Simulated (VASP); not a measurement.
# AlCu (P4mm) in VASP: further runs, part 2 of 2

VASP 6.6.1. The steps go on from the part before.

### Step 3. Single point, PBEsol (all Cu atoms moved +0.062 Å, as atom 2 along Cartesian [0 0 1])

Input file INCAR:

```
PREC = Accurate
ENCUT = 520
EDIFF = 1E-6
ISMEAR = 0
SIGMA = 0.15
LREAL = False
LASPH = True
NELM = 100
ALGO = Fast
ISIF = 2
LWAVE = False
LCHARG = True
GGA = PS
LELF = True
LVHAR = True
NBANDS = 14
```

Input file KPOINTS:

```
Automatic mesh
0
Gamma
  16 16 16
```

Input file POSCAR:

```
AlCu
1.0
    2.9975090000      0.0000000000      0.0000000000
    0.0000000000      2.9975090000      0.0000000000
    0.0000000000      0.0000000000      2.9975090000
Al Cu
1 1
Direct
    0.0000000000      0.0000000000      0.0000000000
    0.5000000000      0.5000000000      0.5208506463
```

Potentials or basis: VASP PAW PBE potentials, release 64 (Al, Cu).

On the command line:

```sh
$ cat potpaw_PBE.64/Al/POTCAR potpaw_PBE.64/Cu/POTCAR > POTCAR
$ mpirun -np 1 vasp_std > vasp.out
```

OUTCAR:

```text
PREC = Accurate
   ENCUT = 520
   EDIFF = 1E-6
   ISMEAR = 0
   LREAL = False
   LASPH = True
   NELM = 100
   ISIF = 2
   GGA = PS

 ion  position               nearest neighbor table
   1  0.000  0.000  0.000-   2 2.56   2 2.56   2 2.56   2 2.56   2 2.63   2 2.63   2 2.63   2 2.63

   2  0.500  0.500  0.521-   1 2.56   1 2.56   1 2.56   1 2.56   1 2.63   1 2.63   1 2.63   1 2.63

  LATTYP: Found a simple cubic cell.
 ALAT       =     2.9975090000

  Lattice vectors:

 A1 = (   2.9975090000,   0.0000000000,   0.0000000000)
 A2 = (   0.0000000000,   2.9975090000,   0.0000000000)
 A3 = (   0.0000000000,   0.0000000000,   2.9975090000)

Analysis of symmetry for initial positions (statically):
=====================================================================
 Subroutine PRICEL returns:
 Original cell was already a primitive cell.

 Routine SETGRP: Setting up the symmetry group for a
 simple cubic supercell.

 Subroutine GETGRP returns: Found  8 space group operations
 (whereof  8 operations were pure point group operations)
 out of a pool of 48 trial point group operations.

The static configuration has the point symmetry C_4v.

Analysis of symmetry for dynamics (positions and initial velocities):
=====================================================================
 Subroutine PRICEL returns:
 Original cell was already a primitive cell.

 Routine SETGRP: Setting up the symmetry group for a
 simple cubic supercell.

 Subroutine GETGRP returns: Found  8 space group operations
 (whereof  8 operations were pure point group operations)
 out of a pool of 48 trial point group operations.

The dynamic configuration has the point symmetry C_4v.

 Subroutine INISYM returns: Found  8 space group operations
 (whereof  8 operations are pure point group operations),
 and found     1 'primitive' translations

----------------------------------------------------------------------------------------

                                     Primitive cell

  volume of cell :      26.9328

  direct lattice vectors                    reciprocal lattice vectors
     2.997509000  0.000000000  0.000000000     0.333610341  0.000000000  0.000000000
     0.000000000  2.997509000  0.000000000     0.000000000  0.333610341  0.000000000
     0.000000000  0.000000000  2.997509000     0.000000000  0.000000000  0.333610341

  length of vectors
     2.997509000  2.997509000  2.997509000     0.333610341  0.333610341  0.333610341

  position of ions in fractional coordinates (direct lattice)
     0.000000000  0.000000000  0.000000000
     0.500000000  0.500000000  0.520850646

  ion indices of the primitive-cell ions
   primitive index   ion index
                 1           1
                 2           2

----------------------------------------------------------------------------------------

 KPOINTS: Automatic mesh

Automatic generation of k-mesh.
 Grid dimensions read from file:
 generate k-points for:   16   16   16

 Generating k-lattice:

  Cartesian coordinates                     Fractional coordinates (reciprocal lattice)
     0.020850646  0.000000000  0.000000000     0.062500000  0.000000000  0.000000000
     0.000000000  0.020850646  0.000000000     0.000000000  0.062500000  0.000000000
     0.000000000  0.000000000  0.020850646     0.000000000  0.000000000  0.062500000

  Length of vectors
     0.020850646  0.020850646  0.020850646

  Shift w.r.t. Gamma in fractional coordinates (k-lattice)
     0.000000000  0.000000000  0.000000000

 Subroutine IBZKPT returns following result:
 ===========================================

 Found    405 irreducible k-points:

 Following reciprocal coordinates:
            Coordinates               Weight
  0.000000  0.000000  0.000000      1.000000
  0.062500  0.000000  0.000000      4.000000
  0.000000  0.000000  0.062500      2.000000
  0.125000  0.000000  0.000000      4.000000
  0.000000  0.000000  0.125000      2.000000
  0.187500  0.000000  0.000000      4.000000
[... 16 lines left out ...]
  0.187500  0.062500  0.000000      8.000000
  0.000000  0.187500  0.062500      8.000000
 [... further k-points ...]
   k-points           NKPTS =    405   k-points in BZ     NKDIM =    405   number of bands    NBANDS=     14
   number of dos      NEDOS =    301   number of ions     NIONS =      2
   total plane-waves  NPLWV =  13824
   dimension x,y,z NGX =    24 NGY =   24 NGZ =   24
   dimension x,y,z NGXF=    48 NGYF=   48 NGZF=   48
   ions per type =               1   1
   NGX,Y,Z   is equivalent  to a cutoff of  13.31, 13.31, 13.31 a.u.
   NGXF,Y,Z  is equivalent  to a cutoff of  26.62, 26.62, 26.62 a.u.
 SYSTEM =  unknown system
   PREC   = accura    normal or accurate (medium, high low for compatibility)
   ISTART =      0    job   : 0-new  1-cont  2-samecut
   ICHARG =      2    charge: 1-file 2-atom 10-const
   ISPIN  =      1    spin polarized calculation?
   LNONCOLLINEAR =      F non collinear calculations
   LSORBIT =      F    spin-orbit coupling
   LASPH  =      T    aspherical Exc in radial PAW
   ENCUT  =  520.0 eV  38.22 Ry    6.18 a.u.   5.57  5.57  5.57*2*pi/ulx,y,z
   NELM   =    100;   NELMIN=  2; NELMDL= -5     # of ELM steps
   EDIFF  = 0.1E-05   stopping-criterion for ELM
   LREAL  =      F    real-space projection
   EDIFFG = 0.1E-04   stopping-criterion for IOM
   NSW    =      0    number of steps for IOM
   IBRION =     -1    ionic relax: 0-MD 1-quasi-New 2-CG
   NFREE  =      0    steps in history (QN), initial steepest desc. (CG)
   ISIF   =      2    stress and relaxation
   ISYM   =      2    0-nonsym 1-usesym 2-fastsym
   POTIM  = 0.5000    time-step for ionic-motion
   TEBEG  =    0.0;   TEEND  =   0.0 temperature during run
   PSTRESS=    0.0 pullay stress
   NELECT =      14.0000    total number of electrons
   NUPDOWN=      -1.0000    fix difference up-down
   EMIN   =  10.00;   EMAX   =-10.00  energy-range for DOS
   EFERMI =   0.00;   METHOD = LEGACY
   ISMEAR =     0;   SIGMA  =   0.15  broadening in eV -4-tet -1-fermi 0-gaus
   EFERMI_NEDOS =   21; number of points for ismear=-14 and -15
   IALGO  =     68    algorithm
   IMIX   =      4    mixing-type and parameters
     AMIX     =   0.40;   BMIX     =  1.00
     AMIX_MAG =   1.60;   BMIX_MAG =  1.00
  volume/ion in A,a.u.               =      13.47        90.88
  Fermi-wavevector in a.u.,A,eV,Ry     =   1.316306  2.487459 23.574307  1.732663
  Thomas-Fermi vector in A             =   2.446428
   LORBIT       =      0    0 simple, 1 ext, 2 COOP (PROOUT), +10 PAW based schemes
   GGA     = PS    functional components
   LHFCALC =     F    Hartree Fock is set to
   AEXX    =    0.0000 exact exchange contribution
   IVDW    =     0    specifies the selected vdW correction
   LEPSILON=     F    determine dielectric tensor
   LRPA    =     F    only Hartree local field effects (RPA)
 non-spin polarized calculation
 RMM-DIIS sequential band-by-band and
 Gauss-broadening in eV      SIGMA  =   0.15
  energy-cutoff  :      520.00
  volume of cell :       26.93
 maximum number of plane-waves:       743
 NGX is ok and might be reduce to    24
   NGX = 11   NGY = 11   NGZ = 11

 number of electron      14.0000020 magnetization

 Free energy of the ion-electron system (eV)
  ---------------------------------------------------
  ext. energy  EPLUGINS =         0.00000000
  ---------------------------------------------------
  free energy    TOTEN  =        -8.69587601 eV

  energy without entropy =       -8.68915957  energy(sigma->0) =       -8.69251779

 E-fermi :   8.9590     XC(G=0): -11.6082

 val. band max:        8.9474565997   @ k =   0.1875   0.3750   0.3750
 cond. band min:       8.9617919846   @ k =   0.3125   0.3125   0.0000
 fundamental gap:      0.0143353849
 Fermi energy:         8.9589506436

 k-point     1 :       0.0000    0.0000    0.0000
  band No.  band energies     occupation
      1      -2.5166      2.00000
      2       4.0764      2.00000
      3       4.0788      2.00000
      4       5.0854      2.00000
      5       5.0881      2.00000
      6       5.0881      2.00000
      7      12.7892      0.00000
      8      12.7892      0.00000
      9      12.7963      0.00000
     10      15.2771      0.00000
     11      15.2793      0.00000
     12      18.9357      0.00000
     13      27.2984      0.00000
     14      27.3201      0.00000
[... 375 lines left out ...]
 k-point    24 :       0.0000    0.1875    0.0625
  band No.  band energies     occupation
      1      -1.8605      2.00000
      2       4.0751      2.00000
      3       4.1636      2.00000
      4       4.9213      2.00000
      5       4.9430      2.00000
      6       5.0875      2.00000
      7       9.1888      0.03026
      8      12.6467      0.00000
      9      13.5658      0.00000
     10      15.9896      0.00000
     11      18.0179      0.00000
     12      21.8045      0.00000
     13      22.6270      0.00000
     14      23.5142      0.00000

 [... further k-points ...]
[... 5 lines left out ...]
  --------------------------------------------------------------------------------------
  -------------------------------------------------------------------------------------
  Total       -0.7838463     -0.7838463     -0.8053396      0.0000000     -0.0000000      0.0000000
  in kB      -46.6294221    -46.6294221    -47.9080091      0.0000000     -0.0000000      0.0000000
  external PRESSURE =     -47.0556177 kB  Pullay stress =       0.0000000 kB

 VOLUME and BASIS-vectors are now :
 -----------------------------------------------------------------------------
  energy-cutoff  :      520.00
  volume of cell :       26.93
      direct lattice vectors                 reciprocal lattice vectors
     2.997509000  0.000000000  0.000000000     0.333610341  0.000000000  0.000000000
     0.000000000  2.997509000  0.000000000     0.000000000  0.333610341  0.000000000
     0.000000000  0.000000000  2.997509000     0.000000000  0.000000000  0.333610341

 POSITION                                       TOTAL-FORCE (eV/Angst)
 -----------------------------------------------------------------------------------
      0.00000      0.00000      0.00000         0.000000      0.000000      0.231970
      1.49875      1.49875      1.56125         0.000000     -0.000000     -0.231970
 -----------------------------------------------------------------------------------
    total drift:                                0.000000     -0.000000      0.000362

  FREE ENERGIE OF THE ION-ELECTRON SYSTEM (eV)
  ---------------------------------------------------
  free  energy   TOTEN  =        -8.6958760094 eV

  energy  without entropy=       -8.6891595671  energy(sigma->0) =       -8.69251779
```

stdout:

```text
POSCAR found type information on POSCAR AlCu
 POSCAR found :  2 types and       2 ions
 scaLAPACK will be used
 -----------------------------------------------------------------------------
|                                                                             |
|                                                                             |
|     You enforced a specific xc type in the INCAR file but a different       |
|     I HOPE YOU KNOW WHAT YOU ARE DOING!                                     |
|                                                                             |
 -----------------------------------------------------------------------------

 LDA part: xc-table for (Slater+PW92), standard interpolation
 POSCAR, INCAR and KPOINTS ok, starting setup
 FFT: planning ... GRIDC
 FFT: planning ... GRID_SOFT
 FFT: planning ... GRID
 WAVECAR not read
 entering main loop
```

It took 76 s on 1 thread of Intel Xeon Platinum 8488C (Sapphire Rapids), shared host; peak memory 0.26 GiB.

What came out:

- Free energy: -8.6959 eV
- Pressure: -4.7 GPa
- Largest force: 0.232 eV/Å
- Band gap on the k mesh: zero (band 7 reaches 12.79 eV, above the bottom of band 8 at 8.11 eV)

Forces in eV/Å, atoms in the order of the input:
```
Al   0.000  0.000  0.232
Cu   0.000  0.000 -0.232
```

Caveat: the cell differs from its parent crystal (all Cu atoms moved +0.062 Å, as atom 2 along Cartesian [0 0 1]); the PAW data sets were made with another functional, which shifts forces and pressure a little.
